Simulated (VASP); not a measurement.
# SrLiH3 (P4/mmm) in VASP: further runs, part 2 of 3

VASP 6.6.1. The steps go on from the part before.

## 3. Single point, PBE (strain +0.025 along x and y, -0.050 along z)

INCAR reads:

```
SYSTEM = SrLiH3
  PREC = Accurate
  ENCUT = 520
  EDIFF = 1E-7
  ISMEAR = 0
  SIGMA = 0.05
  LREAL = .False.
  LASPH = .True.
  NELM = 80
  ALGO = Normal
  ISIF = 2
  LWAVE = .False.
  LCHARG = .True.
  GGA = PE
  LELF = .True.
  LVHAR = .True.
  NBANDS = 16
```

KPOINTS reads:

```
regular mesh
0
Gamma
  6 6 6
  0 0 0
```

POSCAR reads:

```
SrLiH3
1.0
    4.7465607750      0.0000000000      0.0000000000
    0.0000000000      4.7465607750      0.0000000000
    0.0000000000      0.0000000000      4.3992514500
Li Sr H
1 1 3
Direct
    0.0000000000      0.0000000000      0.0000000000
    0.5000000000      0.5000000000      0.5000000000
    0.0000000000      0.5000000000      0.5000000000
    0.5000000000      0.0000000000      0.5000000000
    0.5000000000      0.5000000000      0.0000000000
```

Potentials or basis: VASP PAW PBE potentials, release 64 (Li_sv, Sr_sv, H).

Launch:

```sh
> cat potpaw_PBE.64/Li_sv/POTCAR potpaw_PBE.64/Sr_sv/POTCAR potpaw_PBE.64/H/POTCAR > POTCAR
> mpirun -np 1 vasp_std > vasp.out
```

OUTCAR:

```text
SYSTEM = SrLiH3
   PREC = Accurate
   ENCUT = 520
   EDIFF = 1E-7
   ISMEAR = 0
   LREAL = .False.
   LASPH = .True.
   NELM = 80
   ISIF = 2
   GGA = PE

 ion  position               nearest neighbor table
   1  0.000  0.000  0.000-
   2  0.500  0.500  0.500-   5 2.20   5 2.20   3 2.37   4 2.37   4 2.37   3 2.37
   3  0.000  0.500  0.500-   2 2.37   2 2.37
   4  0.500  0.000  0.500-   2 2.37   2 2.37
   5  0.500  0.500  0.000-   2 2.20   2 2.20

  LATTYP: Found a simple tetragonal cell.
 ALAT       =     4.7465607750
 C/A-ratio  =     0.9268292683

  Lattice vectors:

 A1 = (   4.7465607750,   0.0000000000,   0.0000000000)
 A2 = (   0.0000000000,   4.7465607750,   0.0000000000)
 A3 = (   0.0000000000,   0.0000000000,   4.3992514500)

Analysis of symmetry for initial positions (statically):
=====================================================================
 Subroutine PRICEL returns:
 Original cell was already a primitive cell.

 Routine SETGRP: Setting up the symmetry group for a
 simple tetragonal supercell.

 Subroutine GETGRP returns: Found 16 space group operations
 (whereof 16 operations were pure point group operations)
 out of a pool of 16 trial point group operations.

The static configuration has the point symmetry D_4h.

Analysis of symmetry for dynamics (positions and initial velocities):
=====================================================================
 Subroutine PRICEL returns:
 Original cell was already a primitive cell.

 Routine SETGRP: Setting up the symmetry group for a
 simple tetragonal supercell.

 Subroutine GETGRP returns: Found 16 space group operations
 (whereof 16 operations were pure point group operations)
 out of a pool of 16 trial point group operations.

The dynamic configuration has the point symmetry D_4h.

 Subroutine INISYM returns: Found 16 space group operations
 (whereof 16 operations are pure point group operations),
 and found     1 'primitive' translations

----------------------------------------------------------------------------------------

                                     Primitive cell

  volume of cell :      99.1144

  direct lattice vectors                    reciprocal lattice vectors
     4.746560775  0.000000000  0.000000000     0.210678857  0.000000000  0.000000000
     0.000000000  4.746560775  0.000000000     0.000000000  0.210678857  0.000000000
     0.000000000  0.000000000  4.399251450     0.000000000  0.000000000  0.227311399

  length of vectors
     4.746560775  4.746560775  4.399251450     0.210678857  0.210678857  0.227311399

  position of ions in fractional coordinates (direct lattice)
     0.000000000  0.000000000  0.000000000
     0.500000000  0.500000000  0.500000000
     0.000000000  0.500000000  0.500000000
     0.500000000  0.000000000  0.500000000
     0.500000000  0.500000000  0.000000000

  ion indices of the primitive-cell ions
   primitive index   ion index
                 1           1
                 2           2
                 3           3
                 4           4
                 5           5

----------------------------------------------------------------------------------------

 KPOINTS: regular mesh

Automatic generation of k-mesh.
 Grid dimensions read from file:
 generate k-points for:    6    6    6

 Generating k-lattice:

  Cartesian coordinates                     Fractional coordinates (reciprocal lattice)
     0.035113143  0.000000000  0.000000000     0.166666667  0.000000000  0.000000000
     0.000000000  0.035113143  0.000000000     0.000000000  0.166666667  0.000000000
     0.000000000  0.000000000  0.037885233     0.000000000  0.000000000  0.166666667

  Length of vectors
     0.035113143  0.035113143  0.037885233

  Shift w.r.t. Gamma in fractional coordinates (k-lattice)
     0.000000000  0.000000000  0.000000000

 Subroutine IBZKPT returns following result:
 ===========================================

 Found     40 irreducible k-points:

 Following reciprocal coordinates:
            Coordinates               Weight
  0.000000  0.000000  0.000000      1.000000
  0.166667  0.000000  0.000000      4.000000
  0.333333  0.000000  0.000000      4.000000
  0.500000  0.000000  0.000000      2.000000
  0.166667  0.166667  0.000000      4.000000
  0.333333  0.166667  0.000000      8.000000
[... 16 lines left out ...]
  0.333333  0.000000  0.333333      8.000000
  0.500000  0.000000  0.333333      4.000000
 [... further k-points ...]
   k-points           NKPTS =     40   k-points in BZ     NKDIM =     40   number of bands    NBANDS=     16
   number of dos      NEDOS =    301   number of ions     NIONS =      5
   total plane-waves  NPLWV =  46656
   dimension x,y,z NGX =    36 NGY =   36 NGZ =   36
   dimension x,y,z NGXF=    72 NGYF=   72 NGZF=   72
   ions per type =               1   1   3
   NGX,Y,Z   is equivalent  to a cutoff of  12.61, 12.61, 13.60 a.u.
   NGXF,Y,Z  is equivalent  to a cutoff of  25.22, 25.22, 27.21 a.u.
 SYSTEM =  SrLiH3
   PREC   = accura    normal or accurate (medium, high low for compatibility)
   ISTART =      0    job   : 0-new  1-cont  2-samecut
   ICHARG =      2    charge: 1-file 2-atom 10-const
   ISPIN  =      1    spin polarized calculation?
   LNONCOLLINEAR =      F non collinear calculations
   LSORBIT =      F    spin-orbit coupling
   LASPH  =      T    aspherical Exc in radial PAW
   ENCUT  =  520.0 eV  38.22 Ry    6.18 a.u.   8.83  8.83  8.18*2*pi/ulx,y,z
   NELM   =     80;   NELMIN=  2; NELMDL= -5     # of ELM steps
   EDIFF  = 0.1E-06   stopping-criterion for ELM
   LREAL  =      F    real-space projection
   EDIFFG = 0.1E-05   stopping-criterion for IOM
   NSW    =      0    number of steps for IOM
   IBRION =     -1    ionic relax: 0-MD 1-quasi-New 2-CG
   NFREE  =      0    steps in history (QN), initial steepest desc. (CG)
   ISIF   =      2    stress and relaxation
   ISYM   =      2    0-nonsym 1-usesym 2-fastsym
   POTIM  = 0.5000    time-step for ionic-motion
   TEBEG  =    0.0;   TEEND  =   0.0 temperature during run
   PSTRESS=    0.0 pullay stress
   NELECT =      16.0000    total number of electrons
   NUPDOWN=      -1.0000    fix difference up-down
   EMIN   =  10.00;   EMAX   =-10.00  energy-range for DOS
   EFERMI =   0.00;   METHOD = LEGACY
   ISMEAR =     0;   SIGMA  =   0.05  broadening in eV -4-tet -1-fermi 0-gaus
   EFERMI_NEDOS =   21; number of points for ismear=-14 and -15
   IALGO  =     38    algorithm
   IMIX   =      4    mixing-type and parameters
     AMIX     =   0.40;   BMIX     =  1.00
     AMIX_MAG =   1.60;   BMIX_MAG =  1.00
  volume/ion in A,a.u.               =      19.82       133.77
  Fermi-wavevector in a.u.,A,eV,Ry     =   0.891393  1.684488 10.810936  0.794581
  Thomas-Fermi vector in A             =   2.013207
   LORBIT       =      0    0 simple, 1 ext, 2 COOP (PROOUT), +10 PAW based schemes
   GGA     = PE    functional components
   LHFCALC =     F    Hartree Fock is set to
   AEXX    =    0.0000 exact exchange contribution
   IVDW    =     0    specifies the selected vdW correction
   LEPSILON=     F    determine dielectric tensor
   LRPA    =     F    only Hartree local field effects (RPA)
 non-spin polarized calculation
 Gauss-broadening in eV      SIGMA  =   0.05
  energy-cutoff  :      520.00
  volume of cell :       99.11
 maximum number of plane-waves:      2698
 NGX is ok and might be reduce to    36
   NGX = 17   NGY = 17   NGZ = 17

 number of electron      15.9999984 magnetization

 Free energy of the ion-electron system (eV)
  ---------------------------------------------------
  ext. energy  EPLUGINS =         0.00000000
  ---------------------------------------------------
  free energy    TOTEN  =       -13.79718351 eV

  energy without entropy =      -13.79718351  energy(sigma->0) =      -13.79718351

 E-fermi :  -0.9527     XC(G=0):  -6.7813

 val. band max:       -1.2322542281   @ k =   0.5000   0.5000   0.5000
 cond. band min:       0.2054467813   @ k =   0.5000   0.5000   0.0000
 fundamental gap:      1.4377010094
 Fermi energy:        -0.9526921685

 k-point     1 :       0.0000    0.0000    0.0000
  band No.  band energies     occupation
      1     -49.1166      2.00000
      2     -34.2975      2.00000
      3     -16.3788      2.00000
      4     -16.3788      2.00000
      5     -16.3172      2.00000
      6      -4.5546      2.00000
[... 433 lines left out ...]
      3     -16.4565      2.00000
      4     -16.4518      2.00000
      5     -16.3685      2.00000
      6      -2.9988      2.00000
[... 8 lines left out ...]
     15       5.9506      0.00000
     16       6.7176      0.00000

 [... further k-points ...]
[... 5 lines left out ...]
  --------------------------------------------------------------------------------------
  -------------------------------------------------------------------------------------
  Total       -0.5520839     -0.5520839      1.8872301      0.0000000      0.0000000      0.0000000
  in kB       -8.9243958     -8.9243958     30.5069343      0.0000000      0.0000000      0.0000000
  external PRESSURE =       4.2193809 kB  Pullay stress =       0.0000000 kB

 VOLUME and BASIS-vectors are now :
 -----------------------------------------------------------------------------
  energy-cutoff  :      520.00
  volume of cell :       99.11
      direct lattice vectors                 reciprocal lattice vectors
     4.746560775  0.000000000  0.000000000     0.210678857  0.000000000  0.000000000
     0.000000000  4.746560775  0.000000000     0.000000000  0.210678857  0.000000000
     0.000000000  0.000000000  4.399251450     0.000000000  0.000000000  0.227311399

 POSITION                                       TOTAL-FORCE (eV/Angst)
 -----------------------------------------------------------------------------------
      0.00000      0.00000      0.00000         0.000000      0.000000      0.000000
      2.37328      2.37328      2.19963         0.000000      0.000000      0.000000
      0.00000      2.37328      2.19963         0.000000      0.000000      0.000000
      2.37328      0.00000      2.19963         0.000000      0.000000      0.000000
      2.37328      2.37328      0.00000         0.000000      0.000000      0.000000
 -----------------------------------------------------------------------------------
    total drift:                                0.000000      0.000000      0.000000

  FREE ENERGIE OF THE ION-ELECTRON SYSTEM (eV)
  ---------------------------------------------------
  free  energy   TOTEN  =       -13.7971835065 eV

  energy  without entropy=      -13.7971835065  energy(sigma->0) =      -13.79718351
```

Run time: 24 s. Hardware: 1 thread of Intel Xeon 6975P-C (Granite Rapids), shared host; peak memory 0.24 GiB.

Results:

```yaml
Free_energy: -13.7972 eV
Band_gap_on_the_k_mesh: 1.44 eV (least direct gap 2.05 eV)
```

Caveat: the cell differs from its parent crystal (strain +0.025 along x and y, -0.050 along z); the cutoff is under 1.25 times the usual one of these potentials, so pressure, stress and relaxed cells hold a basis-set (Pulay) error. A k mesh can miss the band edges.

[end of part 2 of 3]
